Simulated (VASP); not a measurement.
# ZnO (P6_3mc) in VASP: further runs

The runs below take ZnO through single point, with r2SCAN.

All numbers are computed with VASP 6.6.1; they aren't measurements. Logs are shortened: lines on timing, memory, paths and dates and some standing lists are left out, and cuts for length are marked.

## 1. The cell of the first run

The structure is hexagonal, space group P6_3mc (No. 186). Conventional cell: a = 3.231 Å, b = 3.231 Å, c = 5.216 Å, α = 90.00°, β = 90.00°, γ = 120.00°. Zn (site symmetry 3m) has 4 O at 1.97 to 1.98 Å within 2.6 Å. Within 2.6 Å of O (site symmetry 3m) lie 4 Zn at 1.97 to 1.98 Å.

## 2. Single point, r2SCAN

The input, POSCAR:

```
ZnO
1.0
    3.2309097002      0.0000000000      0.0000000000
   -1.6154548501      2.7980498777      0.0000000000
    0.0000000000      0.0000000000      5.2156080707
Zn O
2 2
Direct
    0.3333333333      0.6666666667      0.0015299806
    0.6666666667      0.3333333333      0.5015299806
    0.3333333333      0.6666666667      0.3804700194
    0.6666666667      0.3333333333      0.8804700194
```

The input, INCAR.step1:

```
SYSTEM = ZnO
  PREC = Accurate
  ENCUT = 520
  ISMEAR = 0
  SIGMA = 0.01
  LREAL = .False.
  LASPH = .True.
  NELM = 80
  NBANDS = 26
  GGA = PE
  ALGO = Normal
  EDIFF = 1E-4
  LWAVE = .True.
  LCHARG = .False.
```

The input, INCAR.step2:

```
SYSTEM = ZnO
  PREC = Accurate
  ENCUT = 520
  EDIFF = 1E-6
  ISMEAR = 0
  SIGMA = 0.01
  LREAL = .False.
  LASPH = .True.
  NELM = 80
  ALGO = Normal
  ISIF = 2
  LWAVE = .False.
  LCHARG = .False.
  METAGGA = R2SCAN
  LMIXTAU = .True.
  NBANDS = 26
  ISTART = 1
```

The input, KPOINTS:

```
regular mesh
0
Gamma
  9 9 6
  0 0 0
```

Potentials or basis: VASP PAW PBE potentials, release 64 (Zn, O).

Run with:

```sh
$ cat potpaw_PBE.64/Zn/POTCAR potpaw_PBE.64/O/POTCAR > POTCAR
$ cp INCAR.step1 INCAR
$ mpirun -np 1 vasp_std > vasp.out
$ cp INCAR.step2 INCAR
$ mpirun -np 1 vasp_std > vasp.out
```

OUTCAR:

```text
SYSTEM = ZnO
   PREC = Accurate
   ENCUT = 520
   EDIFF = 1E-6
   ISMEAR = 0
   LREAL = .False.
   LASPH = .True.
   NELM = 80
   ISIF = 2
   METAGGA = R2SCAN
   ISTART = 1

 ion  position               nearest neighbor table
   1  0.333  0.667  0.002-   4 1.97   4 1.97   4 1.97   3 1.98
   2  0.667  0.333  0.502-   3 1.97   3 1.97   3 1.97   4 1.98
   3  0.333  0.667  0.380-   2 1.97   2 1.97   2 1.97   1 1.98
   4  0.667  0.333  0.880-   1 1.97   1 1.97   1 1.97   2 1.98

  LATTYP: Found a hexagonal cell.
 ALAT       =     3.2309097002
 C/A-ratio  =     1.6142846921

  Lattice vectors:

 A1 = (   3.2309097002,   0.0000000000,   0.0000000000)
 A2 = (  -1.6154548501,   2.7980498777,   0.0000000000)
 A3 = (   0.0000000000,   0.0000000000,   5.2156080707)

Analysis of symmetry for initial positions (statically):
=====================================================================
 Subroutine PRICEL returns:
 Original cell was already a primitive cell.

 Routine SETGRP: Setting up the symmetry group for a
 hexagonal supercell.

 Subroutine GETGRP returns: Found 12 space group operations
 (whereof  6 operations were pure point group operations)
 out of a pool of 24 trial point group operations.

The static configuration has the point symmetry C_3v.
 The point group associated with its full space group is C_6v.

Analysis of symmetry for dynamics (positions and initial velocities):
=====================================================================
 Subroutine PRICEL returns:
 Original cell was already a primitive cell.

 Routine SETGRP: Setting up the symmetry group for a
 hexagonal supercell.

 Subroutine GETGRP returns: Found 12 space group operations
 (whereof  6 operations were pure point group operations)
 out of a pool of 24 trial point group operations.

The dynamic configuration has the point symmetry C_3v.
 The point group associated with its full space group is C_6v.

 Subroutine INISYM returns: Found 12 space group operations
 (whereof  6 operations are pure point group operations),
 and found     1 'primitive' translations

----------------------------------------------------------------------------------------

                                     Primitive cell

  volume of cell :      47.1504

[... 84 lines left out ...]
   ISTART =      1    job   : 0-new  1-cont  2-samecut
   ICHARG =      0    charge: 1-file 2-atom 10-const
   ISPIN  =      1    spin polarized calculation?
   LNONCOLLINEAR =      F non collinear calculations
   LSORBIT =      F    spin-orbit coupling
   LASPH  =      T    aspherical Exc in radial PAW
   ENCUT  =  520.0 eV  38.22 Ry    6.18 a.u.   6.01  6.01  9.70*2*pi/ulx,y,z
   NELM   =     80;   NELMIN=  2; NELMDL=  0     # of ELM steps
   EDIFF  = 0.1E-05   stopping-criterion for ELM
   LREAL  =      F    real-space projection
   EDIFFG = 0.1E-04   stopping-criterion for IOM
   NSW    =      0    number of steps for IOM
   IBRION =     -1    ionic relax: 0-MD 1-quasi-New 2-CG
   NFREE  =      0    steps in history (QN), initial steepest desc. (CG)
   ISIF   =      2    stress and relaxation
   ISYM   =      2    0-nonsym 1-usesym 2-fastsym
   POTIM  = 0.5000    time-step for ionic-motion
   TEBEG  =    0.0;   TEEND  =   0.0 temperature during run
   PSTRESS=    0.0 pullay stress
   NELECT =      36.0000    total number of electrons
   NUPDOWN=      -1.0000    fix difference up-down
   EMIN   =  10.00;   EMAX   =-10.00  energy-range for DOS
   EFERMI =   0.00;   METHOD = LEGACY
   ISMEAR =     0;   SIGMA  =   0.01  broadening in eV -4-tet -1-fermi 0-gaus
   EFERMI_NEDOS =   21; number of points for ismear=-14 and -15
   IALGO  =     38    algorithm
   IMIX   =      4    mixing-type and parameters
     AMIX     =   0.40;   BMIX     =  1.00
     AMIX_MAG =   1.60;   BMIX_MAG =  1.00
  volume/ion in A,a.u.               =      11.79        79.55
  Fermi-wavevector in a.u.,A,eV,Ry     =   1.496284  2.827566 30.461604  2.238865
  Thomas-Fermi vector in A             =   2.608320
   LORBIT       =      0    0 simple, 1 ext, 2 COOP (PROOUT), +10 PAW based schemes
   METAGGA = R2SCAN    functional components
   LHFCALC =     F    Hartree Fock is set to
   AEXX    =    0.0000 exact exchange contribution
   IVDW    =     0    specifies the selected vdW correction
   LEPSILON=     F    determine dielectric tensor
   LRPA    =     F    only Hartree local field effects (RPA)
 non-spin polarized calculation
 Gauss-broadening in eV      SIGMA  =   0.01
  energy-cutoff  :      520.00
  volume of cell :       47.15
 maximum number of plane-waves:      1290
   NGX = 13   NGY = 13   NGZ = 19

 number of electron      36.0000023 magnetization

 Free energy of the ion-electron system (eV)
  ---------------------------------------------------
  ext. energy  EPLUGINS =         0.00000000
  ---------------------------------------------------
  free energy    TOTEN  =       -36.31597493 eV

  energy without entropy =      -36.31597493  energy(sigma->0) =      -36.31597493

 E-fermi :   1.0510     XC(G=0): -11.7172

 val. band max:        0.9369510523   @ k =   0.0000   0.0000   0.0000
 cond. band min:       2.1720692482   @ k =   0.0000   0.0000   0.0000
 fundamental gap:      1.2351181959
 Fermi energy:         1.0509935496

 k-point     1 :       0.0000    0.0000    0.0000
  band No.  band energies     occupation
      1     -18.2253      2.00000
      2     -17.5292      2.00000
      3      -4.9298      2.00000
      4      -4.9298      2.00000
      5      -4.8829      2.00000
      6      -4.8431      2.00000
[... 685 lines left out ...]
     25      15.0418      0.00000
     26      16.3152      0.00000

 [... further k-points ...]
[... 5 lines left out ...]
  --------------------------------------------------------------------------------------
  -------------------------------------------------------------------------------------
  Total        0.3801723      0.3801723      0.3476449      0.0000000     -0.0000000      0.0000000
  in kB       12.9183136     12.9183136     11.8130287      0.0000000     -0.0000000      0.0000000
  external PRESSURE =      12.5498853 kB  Pullay stress =       0.0000000 kB

 VOLUME and BASIS-vectors are now :
 -----------------------------------------------------------------------------
  energy-cutoff  :      520.00
  volume of cell :       47.15
      direct lattice vectors                 reciprocal lattice vectors
     3.230909700  0.000000000  0.000000000     0.309510352  0.178695885  0.000000000
    -1.615454850  2.798049878  0.000000000     0.000000000  0.357391771  0.000000000
     0.000000000  0.000000000  5.215608071     0.000000000  0.000000000  0.191732198

 POSITION                                       TOTAL-FORCE (eV/Angst)
 -----------------------------------------------------------------------------------
     -0.00000      1.86537      0.00798        -0.000000      0.000000     -0.015664
      1.61545      0.93268      2.61578         0.000000      0.000000     -0.015664
     -0.00000      1.86537      1.98438        -0.000000     -0.000000      0.015664
      1.61545      0.93268      4.59219        -0.000000      0.000000      0.015664
 -----------------------------------------------------------------------------------
    total drift:                                0.000000      0.000000     -0.087742

  FREE ENERGIE OF THE ION-ELECTRON SYSTEM (eV)
  ---------------------------------------------------
  free  energy   TOTEN  =       -36.3159749274 eV

  energy  without entropy=      -36.3159749274  energy(sigma->0) =      -36.31597493
```

OSZICAR.step1:

```text
N       E                     dE             d eps       ncg     rms          rms(c)
DAV:   1     0.302608608022E+03    0.30261E+03   -0.18330E+04  2536   0.204E+03
DAV:   2     0.116385675155E+02   -0.29097E+03   -0.27232E+03  2618   0.419E+02
DAV:   3    -0.203925552683E+02   -0.32031E+02   -0.31599E+02  2764   0.140E+02
DAV:   4    -0.210443661280E+02   -0.65181E+00   -0.65006E+00  2720   0.204E+01
DAV:   5    -0.210476203591E+02   -0.32542E-02   -0.32540E-02  2694   0.150E+00    0.149E+01
DAV:   6    -0.176295318511E+02    0.34181E+01   -0.65625E+00  3886   0.612E+01    0.918E+00
DAV:   7    -0.178419134467E+02   -0.21238E+00   -0.29500E+00  2576   0.169E+01    0.548E+00
DAV:   8    -0.178527571572E+02   -0.10844E-01   -0.49643E-01  3708   0.758E+00    0.164E+00
DAV:   9    -0.178014877918E+02    0.51269E-01   -0.10455E-01  3688   0.644E+00    0.292E-01
DAV:  10    -0.178042550502E+02   -0.27673E-02   -0.37540E-02  2518   0.132E+00    0.134E-01
DAV:  11    -0.178043085613E+02   -0.53511E-04   -0.54407E-04  2696   0.219E-01
   1 F= -.17804309E+02 E0= -.17804309E+02  d E =-.114047E-13
```

Run time: 78 s. Hardware: 1 thread of Intel Xeon 6975P-C (Granite Rapids), shared host; peak memory 0.19 GiB.

What came out:

```yaml
Free_energy: -36.3160 eV
Pressure: 1.3 GPa
Largest_force: 0.016 eV/Å
Band_gap_on_the_k_mesh: 1.24 eV
```

Forces in eV/Å, atoms in the order of the input:
```
Zn   0.000  0.000 -0.016
Zn   0.000  0.000 -0.016
O    0.000  0.000  0.016
O    0.000  0.000  0.016
```

Stress tensor (GPa, compression positive):
```
1.29 0.00 0.00
0.00 1.29 0.00
0.00 0.00 1.18
```

Levels at points of the mesh, in eV from the valence-band top:
```csv
k point,band 16,band 17,band 18,band 19,band 20,band 21
"(0.00, 0.00, 0.00)",-0.10,0.00,0.00,1.24,5.89,8.82
"(0.00, 0.00, 0.50)",-0.40,-0.40,-0.40,3.94,3.94,10.82
```

Caveat: the PAW data sets were made with another functional, which shifts forces and pressure a little.

## 3. Single point, r2SCAN (atoms displaced along a vibrational mode)

The input, POSCAR:

```
ZnO
1.0
    3.2309097002      0.0000000000      0.0000000000
   -1.6154548501      2.7980498777      0.0000000000
    0.0000000000      0.0000000000      5.2156080707
Zn O
2 2
Direct
    0.3333333333      0.6666666667     -0.0075495165
    0.6666666667      0.3333333333      0.4924504835
    0.3333333333      0.6666666667      0.3895495165
    0.6666666667      0.3333333333      0.8895495165
```

The input, INCAR.step1:

```
SYSTEM = ZnO
PREC = Accurate
ENCUT = 520
ISMEAR = 0
SIGMA = 0.01
LREAL = .FALSE.
LASPH = .TRUE.
NELM = 80
NBANDS = 26
GGA = PE
ALGO = Normal
EDIFF = 1E-4
LWAVE = .TRUE.
LCHARG = .FALSE.
```

The input, INCAR.step2:

```
SYSTEM = ZnO
PREC = Accurate
ENCUT = 520
EDIFF = 1E-7
ISMEAR = 0
SIGMA = 0.01
LREAL = .FALSE.
LASPH = .TRUE.
NELM = 80
ALGO = Normal
ISIF = 2
LWAVE = .FALSE.
LCHARG = .TRUE.
METAGGA = R2SCAN
LMIXTAU = .TRUE.
LELF = .TRUE.
LVHAR = .TRUE.
NBANDS = 26
ISTART = 1
```

The input, KPOINTS:

```
regular mesh
0
G
  9 9 6
  0 0 0
```

Potentials or basis: VASP PAW PBE potentials, release 64 (Zn, O).

Run with:

```sh
$ cat potpaw_PBE.64/Zn/POTCAR potpaw_PBE.64/O/POTCAR > POTCAR
$ cp INCAR.step1 INCAR
$ mpirun -np 1 vasp_std > vasp.out
$ cp INCAR.step2 INCAR
$ mpirun -np 1 vasp_std > vasp.out
```

It took 98 s on 1 thread of Intel Xeon 6975P-C (Granite Rapids), shared host; peak memory 0.2 GiB.

Results (log left out):

| Property | Result |
| --- | --- |
| Free energy | -36.2648 eV |
| Pressure | 1.9 GPa |
| Largest force | 0.498 eV/Å |
| Band gap on the k mesh | 1.23 eV |

Forces in eV/Å, atoms in the order of the input:
```
Zn   0.000  0.000  0.498
Zn   0.000  0.000  0.498
O    0.000  0.000 -0.498
O    0.000  0.000 -0.498
```

Stress tensor (GPa, compression positive):
```
 4.52  0.00  0.00
 0.00  4.52  0.00
 0.00  0.00 -3.31
```

Levels at points of the mesh, in eV from the valence-band top:
```tsv
k point	band 14	band 15	band 16	band 17	band 18	band 19	band 20	band 21	band 22	band 23
(0.00, 0.00, 0.00)	-0.67	-0.67	-0.29	0.00	0.00	1.23	5.77	8.72	13.69	13.69
(0.00, 0.00, 0.50)	-2.32	-0.33	-0.33	-0.33	-0.33	3.90	3.90	10.65	10.65	13.98
```

Caveat: the cell differs from its parent crystal (atoms displaced along a vibrational mode); the PAW data sets were made with another functional, which shifts forces and pressure a little.

## 4. Single point, r2SCAN (atoms displaced along a vibrational mode)

The input, POSCAR:

```
ZnO
1.0
    3.2309097002      0.0000000000      0.0000000000
   -1.6154548501      2.7980498777      0.0000000000
    0.0000000000      0.0000000000      5.2156080707
Zn O
2 2
Direct
    0.3333333333      0.6666666667     -0.0166290136
    0.6666666667      0.3333333333      0.4833709864
    0.3333333333      0.6666666667      0.3986290136
    0.6666666667      0.3333333333      0.8986290136
```

The input, INCAR.step1:

```
SYSTEM = ZnO
  PREC = Accurate
  ENCUT = 520
  ISMEAR = 0
  SIGMA = 0.01
  LREAL = .False.
  LASPH = .True.
  NELM = 60
  NBANDS = 26
  GGA = PE
  ALGO = Normal
  EDIFF = 1E-4
  LWAVE = .True.
  LCHARG = .False.
```

The input, INCAR.step2:

```
SYSTEM = ZnO
  PREC = Accurate
  ENCUT = 520
  EDIFF = 1E-6
  ISMEAR = 0
  SIGMA = 0.01
  LREAL = .False.
  LASPH = .True.
  NELM = 60
  ALGO = Normal
  ISIF = 2
  LWAVE = .False.
  LCHARG = .True.
  METAGGA = R2SCAN
  LMIXTAU = .True.
  LELF = .True.
  LVHAR = .True.
  NBANDS = 26
  ISTART = 1
```

The input, KPOINTS:

```
Automatic mesh
0
Gamma
  9 9 6
  0 0 0
```

Run with:

```sh
$ cat potpaw_PBE.64/Zn/POTCAR potpaw_PBE.64/O/POTCAR > POTCAR
$ cp INCAR.step1 INCAR
$ mpirun -np 1 vasp_std > vasp.out
$ cp INCAR.step2 INCAR
$ mpirun -np 1 vasp_std > vasp.out
```

It took 85 s on 1 thread of Intel Xeon 6975P-C (Granite Rapids), shared host; peak memory 0.2 GiB.

Results (log left out):

| Item | Value |
| --- | --- |
| Free energy | -36.1505 eV |
| Pressure | 3.6 GPa |
| Largest force | 0.673 eV/Å |
| Band gap on the k mesh | 1.25 eV |

Forces on the atoms (eV/Å):
```
Zn   0.000  0.000  0.673
Zn   0.000  0.000  0.673
O    0.000  0.000 -0.673
O    0.000  0.000 -0.673
```

Stress tensor (GPa, compression positive):
```
 7.74  0.00  0.00
 0.00  7.74  0.00
 0.00  0.00 -4.75
```

Levels at points of the mesh, in eV from the valence-band top:
| k point | band 14 | band 15 | band 16 | band 17 | band 18 | band 19 | band 20 | band 21 | band 22 | band 23 |
| --- | --- | --- | --- | --- | --- | --- | --- | --- | --- | --- |
| (0.00, 0.00, 0.00) | -0.55 | -0.55 | -0.54 | 0.00 | 0.00 | 1.25 | 5.65 | 8.63 | 13.62 | 13.62 |
| (0.00, 0.00, 0.50) | -2.44 | -0.27 | -0.27 | -0.27 | -0.27 | 3.86 | 3.86 | 10.53 | 10.53 | 13.90 |

Caveat: the cell differs from its parent crystal (atoms displaced along a vibrational mode); the cell stands under pressure; the PAW data sets were made with another functional, which shifts forces and pressure a little.

## 5. Single point, r2SCAN (atoms displaced along a vibrational mode)

The input, POSCAR:

```
ZnO
1.0
    3.2309097002      0.0000000000      0.0000000000
   -1.6154548501      2.7980498777      0.0000000000
    0.0000000000      0.0000000000      5.2156080707
Zn O
2 2
Direct
    0.3333333333      0.6666666667     -0.0257085107
    0.6666666667      0.3333333333      0.4742914893
    0.3333333333      0.6666666667      0.4077085107
    0.6666666667      0.3333333333      0.9077085107
```

The input, INCAR.step1:

```
PREC = Accurate
ENCUT = 520
ISMEAR = 0
SIGMA = 0.01
LREAL = False
LASPH = True
NELM = 100
NBANDS = 26
GGA = PE
ALGO = Normal
EDIFF = 1E-4
LWAVE = True
LCHARG = False
```

The input, INCAR.step2:

```
PREC = Accurate
ENCUT = 520
EDIFF = 1E-6
ISMEAR = 0
SIGMA = 0.01
LREAL = False
LASPH = True
NELM = 100
ALGO = Normal
ISIF = 2
LWAVE = False
LCHARG = False
METAGGA = R2SCAN
LMIXTAU = True
NBANDS = 26
ISTART = 1
```

The input, KPOINTS:

```
regular mesh
0
Gamma
  9 9 6
```

Run with:

```sh
$ cat potpaw_PBE.64/Zn/POTCAR potpaw_PBE.64/O/POTCAR > POTCAR
$ cp INCAR.step1 INCAR
$ mpirun -np 1 vasp_std > vasp.out
$ cp INCAR.step2 INCAR
$ mpirun -np 1 vasp_std > vasp.out
```

Run time: 84 s. Hardware: 1 thread of Intel Xeon 6975P-C (Granite Rapids), shared host; peak memory 0.2 GiB.

The run converged. Its results:

* Free energy: -36.0159 eV
* Pressure: 5.3 GPa
* Largest force: 0.703 eV/Å
* Band gap on the k mesh: 1.27 eV

Forces on the atoms (eV/Å):
```
Zn   0.000  0.000  0.703
Zn   0.000  0.000  0.703
O    0.000  0.000 -0.703
O    0.000  0.000 -0.703
```

Stress tensor (GPa, compression positive):
```
10.63  0.00  0.00
 0.00 10.63  0.00
 0.00  0.00 -5.34
```

Levels at points of the mesh, in eV from the valence-band top:
```tsv
k point	band 15	band 16	band 17	band 18	band 19	band 20	band 21	band 22
(0.00, 0.00, 0.00)	-0.46	-0.46	0.00	0.00	1.27	5.55	8.55	13.55
(0.00, 0.00, 0.50)	-0.22	-0.22	-0.22	-0.22	3.82	3.82	10.45	10.45
```

Caveat: the cell differs from its parent crystal (atoms displaced along a vibrational mode); the cell stands under pressure; the PAW data sets were made with another functional, which shifts forces and pressure a little; an odd mesh through Γ misses points on the zone boundary, where band edges can lie.

## 6. Single point, r2SCAN (atoms displaced along a vibrational mode)

The input, POSCAR:

```
ZnO
1.0
    3.2309097002      0.0000000000      0.0000000000
   -1.6154548501      2.7980498777      0.0000000000
    0.0000000000      0.0000000000      5.2156080707
Zn O
2 2
Direct
    0.3333333333      0.6666666667     -0.0347880078
    0.6666666667      0.3333333333      0.4652119922
    0.3333333333      0.6666666667      0.4167880078
    0.6666666667      0.3333333333      0.9167880078
```

The input, INCAR.step1:

```
  PREC = Accurate
  ENCUT = 520
  ISMEAR = 0
  SIGMA = 0.01
  LREAL = F
  LASPH = T
  NELM = 100
  NBANDS = 26
  GGA = PE
  ALGO = Normal
  EDIFF = 1E-4
  LWAVE = T
  LCHARG = F
```

The input, INCAR.step2:

```
  PREC = Accurate
  ENCUT = 520
  EDIFF = 1E-6
  ISMEAR = 0
  SIGMA = 0.01
  LREAL = F
  LASPH = T
  NELM = 100
  ALGO = Normal
  ISIF = 2
  LWAVE = F
  LCHARG = F
  METAGGA = R2SCAN
  LMIXTAU = T
  NBANDS = 26
  ISTART = 1
```

KPOINTS is that of step 5.

Potentials or basis: VASP PAW PBE potentials, release 64 (Zn, O).

Run with:

```sh
$ cat potpaw_PBE.64/Zn/POTCAR potpaw_PBE.64/O/POTCAR > POTCAR
$ cp INCAR.step1 INCAR
$ mpirun -np 1 vasp_std > vasp.out
$ cp INCAR.step2 INCAR
$ mpirun -np 1 vasp_std > vasp.out
```

It took 2.1 min on 1 thread of Intel Xeon 6975P-C (Granite Rapids), shared host; peak memory 0.2 GiB.

It converged, with:

- Free energy: -35.8921 eV
- Pressure: 7.0 GPa
- Largest force: 0.597 eV/Å
- Band gap on the k mesh: 1.29 eV

Forces on the atoms (eV/Å):
```
Zn   0.000  0.000  0.597
Zn   0.000  0.000  0.597
O    0.000  0.000 -0.597
O    0.000  0.000 -0.597
```

Stress tensor (GPa, compression positive):
```
13.08  0.00  0.00
 0.00 13.08  0.00
 0.00  0.00 -5.17
```

Levels at points of the mesh, in eV from the valence-band top:
```csv
k point,band 14,band 15,band 16,band 17,band 18,band 19,band 20,band 21,band 22,band 23
"(0.00, 0.00, 0.00)",-1.07,-0.39,-0.39,0.00,0.00,1.29,5.47,8.49,13.50,13.50
"(0.00, 0.00, 0.50)",-2.72,-0.19,-0.19,-0.19,-0.19,3.77,3.77,10.41,10.41,13.77
```

Caveat: the cell differs from its parent crystal (atoms displaced along a vibrational mode); the cell stands under pressure; the PAW data sets were made with another functional, which shifts forces and pressure a little; an odd mesh through Γ misses points on the zone boundary, where band edges can lie.

(Continued in part 2 of 2.)
